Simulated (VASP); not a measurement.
AlN, 2 atoms in the cell. Symmetry: I-4m2, No. 119, tetragonal system. Conventional cell: a = 3.105 Å, b = 3.105 Å, c = 4.357 Å, α = 90.00°, β = 90.00°, γ = 90.00°. Within 2.5 Å of Al (site symmetry -4m2) lie 4 N at 1.90 Å. Within 2.5 Å of N (site symmetry -4m2) lie 4 Al at 1.90 Å.  This cell differs from its parent crystal: in-plane strain +0.005.

```yaml
Program: VASP 6.6.1
Task: single point
Functional: r2SCAN
Potentials_or_basis: VASP PAW PBE potentials, release 64 (Al, N)
Cutoff: 520 eV
k_mesh: 10 × 10 × 10
Occupations: gaussian, width 0.01 eV
Spin: no spin polarisation
Dipole_correction: no
Further_INCAR_settings: ALGO = Normal; EDIFF = 1e-06; NBANDS = 11
```

Potentials or basis: VASP PAW PBE potentials, release 64 (Al, N).

Run with:

```console
$ cat potpaw_PBE.64/Al/POTCAR potpaw_PBE.64/N/POTCAR > POTCAR
$ cp INCAR.step1 INCAR
$ mpirun -np 1 vasp_std > vasp.out
$ cp INCAR.step2 INCAR
$ mpirun -np 1 vasp_std > vasp.out
```

Hardware: 1 thread of Intel Xeon 6975P-C (shared host).

Problem. Estimate the wall time of this run.

Solution. Run time: 47 s on 1 thread of Intel Xeon 6975P-C (shared host), peak memory 0.15 GiB. Counts: k points 102.
